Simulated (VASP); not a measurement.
Crystal: Rh.

```
Rh
1.0
     4.26738    0.00000    0.00000
    -2.13369    3.69566    0.00000
     0.00000    0.00000    2.61590
Rh
3
Direct
  0.00000 0.00000 0.00000
  0.33333 0.66667 0.50000
  0.66667 0.33333 0.50000
```

This isn't the form of Rh at room conditions, which is fcc.

- Program: VASP 6.6.1
- Task: relaxation of cell and atoms
- Functional: BLYP
- Potentials or basis: VASP PAW PBE potentials, release 64 (Rh_pv)
- Cutoff: 600 eV
- k mesh: 9 × 9 × 12
- Occupations: fermi-dirac, width 0.1 eV
- Spin: no spin polarisation

At the start: pressure 28.1 GPa; volume 13.75 Å³/atom.

Task: Where does the relaxation end?

Result: Over 9 steps the energy falls by 122.4 meV/atom and the volume is 15.31 Å³/atom (+11.4 %); space group P6/mmm (No. 191, to 0.1 Å) before and after.

Step by step:
```
step  energy change (eV)  largest force (eV/Å)  pressure (GPa)  volume (Å³)
   1              0.0000                0.0000           28.13        41.25
   2              0.7296                0.0000          -23.98        57.42
   3             -0.3650                0.0000           -1.64        46.32
   4             -0.3670                0.0000           -0.29        46.00
   5             -0.3670                0.0000            0.13        45.90
   6             -0.3673                0.0000            0.12        45.91
   7             -0.3673                0.0000            0.12        45.91
   8             -0.3673                0.0000           -0.16        45.97
   9             -0.3673                0.0000           -0.02        45.94
```

Final structure:
```
Rh
1.0
     4.42066    0.00000    0.00000
    -2.21033    3.82841    0.00000
     0.00000    0.00000    2.71434
Rh
3
Direct
  0.00000 0.00000 0.00000
  0.33333 0.66667 0.50000
  0.66667 0.33333 0.50000
```

Caveat: the PAW data sets were made with another functional, which shifts forces and pressure a little.
